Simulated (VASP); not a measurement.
# COH2 in VASP: a series of runs

The runs below take COH2 through single point, relaxation of the atoms, with PBE+D3(BJ).

Program: VASP 6.6.1. These are calculated values, not measurements. Logs are shortened: lines on timing, memory, paths and dates and some standing lists are left out, and cuts for length are marked.

## 1. The cell of the first run

The cell holds a molecule in a box, 4 atoms: a = 14.000 Å, b = 14.500 Å, c = 15.000 Å, α = 90.00°, β = 90.00°, γ = 90.00°.

## 2. Single point, PBE+D3(BJ)

Contents of INCAR:

```
SYSTEM = H2CO
ALGO = Normal ; EDIFF = 1E-6
ENCUT = 520 ; GGA = PE
ISIF = 2 ; ISMEAR = 0
ISYM = 0 ; IVDW = 12
LASPH = .TRUE. ; LCHARG = .TRUE.
LELF = .TRUE. ; LREAL = .FALSE.
LVHAR = .TRUE. ; LWAVE = .FALSE.
NBANDS = 14 ; NELM = 100
PREC = Accurate ; SIGMA = 0.005
```

Contents of KPOINTS:

```
k-points
0
G
  1 1 1
  0 0 0
```

Contents of POSCAR:

```
H2CO
1.0
   14.0000000000      0.0000000000      0.0000000000
    0.0000000000     14.5000000000      0.0000000000
    0.0000000000      0.0000000000     15.0000000000
C O H
1 1 2
Direct
    0.4843715529      0.4927976302      0.5000057274
    0.5693039854      0.4782244802      0.4990519869
    0.4309030360      0.4356084060      0.5012058527
    0.4545673307      0.5642764448      0.4997375367
```

Potentials or basis: VASP PAW PBE potentials, release 64 (C, O, H).

Run with:

```
> cat potpaw_PBE.64/C/POTCAR potpaw_PBE.64/O/POTCAR potpaw_PBE.64/H/POTCAR > POTCAR
> mpirun -np 1 vasp_gam > vasp.out
```

OUTCAR:

```text
SYSTEM = H2CO
   EDIFF = 1E-6
   ENCUT = 520
   GGA = PE
   ISIF = 2
   ISMEAR = 0
   ISYM = 0
   IVDW = 12
   LASPH = .TRUE.
   LREAL = .FALSE.
   NELM = 100
   PREC = Accurate
 IVDW          = 12

 ion  position               nearest neighbor table
   1  0.484  0.493  0.500-   3 1.12   4 1.12   2 1.21
   2  0.569  0.478  0.499-   1 1.21
   3  0.431  0.436  0.501-   1 1.12
   4  0.455  0.564  0.500-   1 1.12

IMPORTANT INFORMATION: All symmetrisations will be switched off!
NOSYMM: (Re-)initialisation of all symmetry stuff for point group C_1.

----------------------------------------------------------------------------------------

                                     Primitive cell

  volume of cell :    3045.0000

  direct lattice vectors                    reciprocal lattice vectors
    14.000000000  0.000000000  0.000000000     0.071428571  0.000000000  0.000000000
     0.000000000 14.500000000  0.000000000     0.000000000  0.068965517  0.000000000
     0.000000000  0.000000000 15.000000000     0.000000000  0.000000000  0.066666667

  length of vectors
    14.000000000 14.500000000 15.000000000     0.071428571  0.068965517  0.066666667

  position of ions in fractional coordinates (direct lattice)
     0.484371553  0.492797630  0.500005727
     0.569303985  0.478224480  0.499051987
     0.430903036  0.435608406  0.501205853
     0.454567331  0.564276445  0.499737537

  ion indices of the primitive-cell ions
   primitive index   ion index
                 1           1
                 2           2
                 3           3
                 4           4

----------------------------------------------------------------------------------------

 KPOINTS: k-points

Automatic generation of k-mesh.
 Grid dimensions read from file:
 generate k-points for:    1    1    1

 Generating k-lattice:

  Cartesian coordinates                     Fractional coordinates (reciprocal lattice)
     0.071428571  0.000000000  0.000000000     1.000000000  0.000000000  0.000000000
     0.000000000  0.068965517  0.000000000     0.000000000  1.000000000  0.000000000
     0.000000000  0.000000000  0.066666667     0.000000000  0.000000000  1.000000000

  Length of vectors
     0.071428571  0.068965517  0.066666667

  Shift w.r.t. Gamma in fractional coordinates (k-lattice)
     0.000000000  0.000000000  0.000000000

 Subroutine IBZKPT returns following result:
 ===========================================

 Found      1 irreducible k-points:

 Following reciprocal coordinates:
            Coordinates               Weight
  0.000000  0.000000  0.000000      1.000000
   k-points           NKPTS =      1   k-points in BZ     NKDIM =      1   number of bands    NBANDS=     14
   number of dos      NEDOS =    301   number of ions     NIONS =      4
   total plane-waves  NPLWV = ******
   dimension x,y,z NGX =   108 NGY =  108 NGZ =  112
   dimension x,y,z NGXF=   216 NGYF=  216 NGZF=  224
   ions per type =               1   1   2
   NGX,Y,Z   is equivalent  to a cutoff of  12.82, 12.38, 12.41 a.u.
   NGXF,Y,Z  is equivalent  to a cutoff of  25.65, 24.76, 24.83 a.u.
 SYSTEM =  H2CO
   PREC   = accura    normal or accurate (medium, high low for compatibility)
   ISTART =      0    job   : 0-new  1-cont  2-samecut
   ICHARG =      2    charge: 1-file 2-atom 10-const
   ISPIN  =      1    spin polarized calculation?
   LNONCOLLINEAR =      F non collinear calculations
   LSORBIT =      F    spin-orbit coupling
   LASPH  =      T    aspherical Exc in radial PAW
   ENCUT  =  520.0 eV  38.22 Ry    6.18 a.u.  26.03 26.96 27.89*2*pi/ulx,y,z
   NELM   =    100;   NELMIN=  2; NELMDL= -5     # of ELM steps
   EDIFF  = 0.1E-05   stopping-criterion for ELM
   LREAL  =      F    real-space projection
   EDIFFG = 0.1E-04   stopping-criterion for IOM
   NSW    =      0    number of steps for IOM
   IBRION =     -1    ionic relax: 0-MD 1-quasi-New 2-CG
   NFREE  =      0    steps in history (QN), initial steepest desc. (CG)
   ISIF   =      2    stress and relaxation
   ISYM   =      0    0-nonsym 1-usesym 2-fastsym
   POTIM  = 0.5000    time-step for ionic-motion
   TEBEG  =    0.0;   TEEND  =   0.0 temperature during run
   PSTRESS=    0.0 pullay stress
   NELECT =      12.0000    total number of electrons
   NUPDOWN=      -1.0000    fix difference up-down
   EMIN   =  10.00;   EMAX   =-10.00  energy-range for DOS
   EFERMI =   0.00;   METHOD = LEGACY
   ISMEAR =     0;   SIGMA  =   0.01  broadening in eV -4-tet -1-fermi 0-gaus
   EFERMI_NEDOS =   21; number of points for ismear=-14 and -15
   IALGO  =     38    algorithm
   IMIX   =      4    mixing-type and parameters
     AMIX     =   0.40;   BMIX     =  1.00
     AMIX_MAG =   1.60;   BMIX_MAG =  1.00
  volume/ion in A,a.u.               =     761.25      5137.17
  Fermi-wavevector in a.u.,A,eV,Ry     =   0.258587  0.488658  0.909782  0.066867
  Thomas-Fermi vector in A             =   1.084319
   LORBIT       =      0    0 simple, 1 ext, 2 COOP (PROOUT), +10 PAW based schemes
   GGA     = PE    functional components
   LHFCALC =     F    Hartree Fock is set to
   AEXX    =    0.0000 exact exchange contribution
   IVDW    =    12    specifies the selected vdW correction
   LEPSILON=     F    determine dielectric tensor
   LRPA    =     F    only Hartree local field effects (RPA)
 non-spin polarized calculation
 Gauss-broadening in eV      SIGMA  =   0.01
  energy-cutoff  :      520.00
  volume of cell :     3045.00
 maximum number of plane-waves:     40942
 NGX is ok and might be reduce to   108
   NGX = 53   NGY = 53   NGZ = 55

 number of electron      12.0000002 magnetization

 Free energy of the ion-electron system (eV)
  ---------------------------------------------------
  ext. energy  EPLUGINS =         0.00000000
  ---------------------------------------------------
  free energy    TOTEN  =       -22.14226655 eV

  energy without entropy =      -22.14226655  energy(sigma->0) =      -22.14226655

 E-fermi :  -6.1234     XC(G=0):  -0.2641

 val. band max:       -6.2124311441   @ k =   0.0000   0.0000   0.0000
 cond. band min:      -2.6554800362   @ k =   0.0000   0.0000   0.0000
 fundamental gap:      3.5569511079
 Fermi energy:        -6.1234342240

 k-point     1 :       0.0000    0.0000    0.0000
  band No.  band energies     occupation
      1     -26.7110      2.00000
      2     -15.6381      2.00000
      3     -12.0855      2.00000
      4     -10.8886      2.00000
      5     -10.0476      2.00000
      6      -6.2124      2.00000
      7      -2.6555      0.00000
      8      -0.4356      0.00000
      9       0.2200      0.00000
     10       0.3802      0.00000
     11       0.4834      0.00000
     12       0.5348      0.00000
     13       0.6724      0.00000
     14       0.7299      0.00000

------------------------ aborting loop because EDIFF is reached ----------------------------------------

 Edisp (eV)   -0.02977

 E8    (eV) :    -0.0081

  FORCE on cell =-STRESS in cart. coord.  units (eV):
  Direction    XX          YY          ZZ          XY          YZ          ZX
  --------------------------------------------------------------------------------------
  -------------------------------------------------------------------------------------
  Total       0.56161    -0.03455    -0.05999    -0.11154     0.00122    -0.00765
  in kB       0.29550    -0.01818    -0.03156    -0.05869     0.00064    -0.00402
  external pressure =        0.08 kB  Pullay stress =        0.00 kB

 VOLUME and BASIS-vectors are now :
 -----------------------------------------------------------------------------
  energy-cutoff  :      520.00
  volume of cell :     3045.00
      direct lattice vectors                 reciprocal lattice vectors
    14.000000000  0.000000000  0.000000000     0.071428571  0.000000000  0.000000000
     0.000000000 14.500000000  0.000000000     0.000000000  0.068965517  0.000000000
     0.000000000  0.000000000 15.000000000     0.000000000  0.000000000  0.066666667

 POSITION                                       TOTAL-FORCE (eV/Angst)
 -----------------------------------------------------------------------------------
      6.78120      7.14557      7.50009        -0.517547      0.091500      0.006073
      7.97026      6.93425      7.48578         0.531001     -0.093436     -0.006655
      6.03264      6.31632      7.51809        -0.007960     -0.005681      0.000446
      6.36394      8.18201      7.49606        -0.005494      0.007617      0.000135
 -----------------------------------------------------------------------------------
    total drift:                               -0.000481      0.000963     -0.000365

  FREE ENERGIE OF THE ION-ELECTRON SYSTEM (eV)
  ---------------------------------------------------
  free  energy   TOTEN  =       -22.1720388649 eV

  energy  without entropy=      -22.1720388649  energy(sigma->0) =      -22.17203886
```

It took 4.3 min on 1 thread of AMD EPYC 7R43 (Zen 3), shared host; peak memory 1.8 GiB.

What came out:

| Quantity | Value |
| --- | --- |
| Free energy | -22.1720 eV |
| Largest force | 0.539 eV/Å |
| Gap between the frontier levels | 3.56 eV |
| Dispersion energy per atom | -0.007 eV |

Forces on the atoms (eV/Å):
```
C   -0.518  0.091  0.006
O    0.531 -0.093 -0.007
H   -0.008 -0.006  0.000
H   -0.005  0.008  0.000
```

Levels at points of the mesh, in eV from the valence-band top:
```csv
k point,band 2,band 3,band 4,band 5,band 6,band 7,band 8,band 9,band 10,band 11
"(0.00, 0.00, 0.00)",-9.43,-5.87,-4.68,-3.84,0.00,3.56,5.78,6.43,6.59,6.70
```

## 3. Relaxation of the atoms, PBE+D3(BJ)

Contents of INCAR:

```
PREC = Accurate ; ENCUT = 520
EDIFF = 1E-6 ; ISMEAR = 0
SIGMA = 0.005 ; LREAL = F
LASPH = T ; NELM = 80
ALGO = Normal ; ISIF = 2
LWAVE = F ; LCHARG = F
GGA = PE ; IVDW = 12
IBRION = 2 ; NSW = 100
EDIFFG = -0.01 ; ISYM = 0
```

Contents of KPOINTS:

```
Automatic mesh
0
Gamma
  1 1 1
```

Contents of POSCAR:

```
H2CO
1.0
   14.0000000000      0.0000000000      0.0000000000
    0.0000000000     14.5000000000      0.0000000000
    0.0000000000      0.0000000000     15.0000000000
C O H
1 1 2
Direct
    0.4832097365      0.4925620540      0.5004179470
    0.5669451478      0.4783449071      0.4989515802
    0.4330548522      0.4355374112      0.5010484198
    0.4559361684      0.5644625888      0.4995831568
```

Potentials or basis: VASP PAW PBE potentials, release 64 (C, O, H).

Run with:

```
> cat potpaw_PBE.64/C/POTCAR potpaw_PBE.64/O/POTCAR potpaw_PBE.64/H/POTCAR > POTCAR
> mpirun -np 1 vasp_gam > vasp.out
```

OUTCAR:

```text
PREC = Accurate
   ENCUT = 520
   EDIFF = 1E-6
   ISMEAR = 0
   LREAL = F
   LASPH = T
   NELM = 80
   ISIF = 2
   GGA = PE
   IVDW = 12
   IBRION = 2
   NSW = 100
   EDIFFG = -0.01
   ISYM = 0
 IVDW          = 12

 ion  position               nearest neighbor table
   1  0.483  0.493  0.500-   3 1.08   4 1.11   2 1.19
   2  0.567  0.478  0.499-   1 1.19
   3  0.433  0.436  0.501-   1 1.08
   4  0.456  0.564  0.500-   1 1.11

IMPORTANT INFORMATION: All symmetrisations will be switched off!
NOSYMM: (Re-)initialisation of all symmetry stuff for point group C_1.

----------------------------------------------------------------------------------------

                                     Primitive cell

  volume of cell :    3045.0000

  direct lattice vectors                    reciprocal lattice vectors
    14.000000000  0.000000000  0.000000000     0.071428571  0.000000000  0.000000000
     0.000000000 14.500000000  0.000000000     0.000000000  0.068965517  0.000000000
     0.000000000  0.000000000 15.000000000     0.000000000  0.000000000  0.066666667

  length of vectors
    14.000000000 14.500000000 15.000000000     0.071428571  0.068965517  0.066666667

  position of ions in fractional coordinates (direct lattice)
     0.483209737  0.492562054  0.500417947
     0.566945148  0.478344907  0.498951580
     0.433054852  0.435537411  0.501048420
     0.455936168  0.564462589  0.499583157

  ion indices of the primitive-cell ions
   primitive index   ion index
                 1           1
                 2           2
                 3           3
                 4           4

----------------------------------------------------------------------------------------

 KPOINTS: Automatic mesh

Automatic generation of k-mesh.
 Grid dimensions read from file:
 generate k-points for:    1    1    1

[... 47 lines left out ...]
   POTIM  = 0.5000    time-step for ionic-motion
   TEBEG  =    0.0;   TEEND  =   0.0 temperature during run
   PSTRESS=    0.0 pullay stress
   NELECT =      12.0000    total number of electrons
   NUPDOWN=      -1.0000    fix difference up-down
   EMIN   =  10.00;   EMAX   =-10.00  energy-range for DOS
   EFERMI =   0.00;   METHOD = LEGACY
   ISMEAR =     0;   SIGMA  =   0.01  broadening in eV -4-tet -1-fermi 0-gaus
   EFERMI_NEDOS =   21; number of points for ismear=-14 and -15
   IALGO  =     38    algorithm
   IMIX   =      4    mixing-type and parameters
     AMIX     =   0.40;   BMIX     =  1.00
     AMIX_MAG =   1.60;   BMIX_MAG =  1.00
  volume/ion in A,a.u.               =     761.25      5137.17
  Fermi-wavevector in a.u.,A,eV,Ry     =   0.258587  0.488658  0.909782  0.066867
  Thomas-Fermi vector in A             =   1.084319
   LORBIT       =      0    0 simple, 1 ext, 2 COOP (PROOUT), +10 PAW based schemes
   GGA     = PE    functional components
   LHFCALC =     F    Hartree Fock is set to
   AEXX    =    0.0000 exact exchange contribution
   IVDW    =    12    specifies the selected vdW correction
   LEPSILON=     F    determine dielectric tensor
   LRPA    =     F    only Hartree local field effects (RPA)
 conjugate gradient relaxation of ions
 non-spin polarized calculation
 Gauss-broadening in eV      SIGMA  =   0.01
  energy-cutoff  :      520.00
  volume of cell :     3045.00
 maximum number of plane-waves:     40942
 NGX is ok and might be reduce to   108
   NGX = 53   NGY = 53   NGZ = 55

--------------------------------------- Ionic step        1  -------------------------------------------

 number of electron      11.9999998 magnetization

 Free energy of the ion-electron system (eV)
  ---------------------------------------------------
  ext. energy  EPLUGINS =         0.00000000
  ---------------------------------------------------
  free energy    TOTEN  =       -22.08906605 eV

  energy without entropy =      -22.08906605  energy(sigma->0) =      -22.08906605

------------------------ aborting loop because EDIFF is reached ----------------------------------------

 Edisp (eV)   -0.02982

 E8    (eV) :    -0.0081
[... 111 lines left out ...]
  FREE ENERGIE OF THE ION-ELECTRON SYSTEM (eV)
  ---------------------------------------------------
  free  energy   TOTEN  =       -22.1524419550 eV

  energy  without entropy=      -22.1524419550  energy(sigma->0) =      -22.15244196

[... ionic steps 4 to 13 ...]

--------------------------------------- Ionic step       14  -------------------------------------------

 number of electron      12.0000002 magnetization

------------------------ aborting loop because EDIFF is reached ----------------------------------------
[... 79 lines left out ...]
--------------------------------------- Ionic step       16  -------------------------------------------

 number of electron      12.0000002 magnetization

 Free energy of the ion-electron system (eV)
  ---------------------------------------------------
  ext. energy  EPLUGINS =         0.00000000
  ---------------------------------------------------
  free energy    TOTEN  =       -22.14406001 eV

  energy without entropy =      -22.14406001  energy(sigma->0) =      -22.14406001

 E-fermi :  -6.1655     XC(G=0):  -0.2600

 val. band max:       -6.2179403023   @ k =   0.0000   0.0000   0.0000
 cond. band min:      -2.7002983759   @ k =   0.0000   0.0000   0.0000
 fundamental gap:      3.5176419264
 Fermi energy:        -6.1654657400

 k-point     1 :       0.0000    0.0000    0.0000
  band No.  band energies     occupation
      1     -26.6157      2.00000
      2     -15.6636      2.00000
      3     -12.0689      2.00000
      4     -10.8672      2.00000
      5      -9.9936      2.00000
      6      -6.2179      2.00000
      7      -2.7003      0.00000
      8      -0.4397      0.00000
      9       0.2229      0.00000
     10       0.3783      0.00000
[... 33 lines left out ...]
  FREE ENERGIE OF THE ION-ELECTRON SYSTEM (eV)
  ---------------------------------------------------
  free  energy   TOTEN  =       -22.1738263115 eV

  energy  without entropy=      -22.1738263115  energy(sigma->0) =      -22.17382631

 reached required accuracy - stopping structural energy minimisation
```

OSZICAR:

```text
N       E                     dE             d eps       ncg     rms          rms(c)
DAV:   1     0.122214542067E+03    0.12221E+03   -0.21958E+03    28   0.550E+02
DAV:   2     0.270075582656E+02   -0.95207E+02   -0.94412E+02    30   0.115E+02
DAV:   3    -0.197104724320E+02   -0.46718E+02   -0.46702E+02    32   0.108E+02
[... 182 lines left out ...]
DAV:   1    -0.221440571227E+02   -0.15438E-05   -0.63265E-07    20   0.815E-03    0.531E-04
DAV:   2    -0.221440570923E+02    0.30408E-07    0.15582E-09    32   0.104E-03
  15 F= -.22173823E+02 E0= -.22173823E+02  d E =-.136272E-04
       N       E                     dE             d eps       ncg     rms          rms(c)
DAV:   1    -0.221440606443E+02   -0.35216E-05   -0.84344E-04    22   0.295E-01    0.612E-03
DAV:   2    -0.221440600104E+02    0.63383E-06   -0.75920E-06    20   0.271E-02
  16 F= -.22173826E+02 E0= -.22173826E+02  d E =-.301340E-05
```

CONTCAR:

```text
H2CO
   1.00000000000000
    14.0000000000000000    0.0000000000000000    0.0000000000000000
     0.0000000000000000   14.5000000000000000    0.0000000000000000
     0.0000000000000000    0.0000000000000000   15.0000000000000000
  C               O               H
     1     1     2
Direct
     0.4841828023171283    0.4928287652662489    0.5000182769131836
     0.5695853680665042    0.4781912348087629    0.4990391254209154
     0.4308557199842899    0.4355686117453606    0.5012077367717377
     0.4545220145320798    0.5643183492796267    0.4997359646941658

  0.00000000E+00  0.00000000E+00  0.00000000E+00
  0.00000000E+00  0.00000000E+00  0.00000000E+00
  0.00000000E+00  0.00000000E+00  0.00000000E+00
  0.00000000E+00  0.00000000E+00  0.00000000E+00
```

It took 25 min on 1 thread of AMD EPYC 7R43 (Zen 3), shared host; peak memory 1.8 GiB.

Results:

* Free energy: -22.1738 eV
* Energy gained by relaxing: 13.7 meV/atom
* Ionic steps: 16
* Largest force after relaxing: 0.007 eV/Å
* Gap between the frontier levels: 3.52 eV
* Dispersion energy per atom: -0.007 eV

Forces in eV/Å, atoms in the order of the input:
```
C   -0.005  0.000 -0.003
O    0.007  0.000  0.001
H    0.000  0.001  0.001
H   -0.002 -0.001  0.001
```

The path:
```tsv
step	energy change (eV)	largest force (eV/Å)	pressure (GPa)
1	0.0000	2.4110	0.07
2	0.6392	7.8704	-0.17
3	-0.0336	1.0669	0.01
4	-0.0316	1.1339	-0.02
5	-0.0501	0.4508	0.00
6	-0.0492	0.7567	0.00
7	-0.0526	0.2391	0.00
8	-0.0518	0.6492	-0.02
9	-0.0536	0.2112	-0.01
10	-0.0549	0.0532	0.00
11	-0.0549	0.0487	0.00
12	-0.0548	0.1377	0.00
13	-0.0549	0.0206	0.00
14	-0.0549	0.0172	0.00
15	-0.0549	0.0180	0.00
16	-0.0549	0.0072	0.00
```

Final structure:
```
C O H
1.0
    14.00000    0.00000    0.00000
     0.00000   14.50000    0.00000
     0.00000    0.00000   15.00000
C O H
1 1 2
Direct
  0.48418 0.49283 0.50002
  0.56959 0.47819 0.49904
  0.43086 0.43557 0.50121
  0.45452 0.56432 0.49974
```

Levels at points of the mesh, in eV from the valence-band top:
```
           k point  band 4  band 5  band 6  band 7  band 8  band 9
(0.00, 0.00, 0.00)   -4.65   -3.78    0.00    3.52    5.78    6.44
```
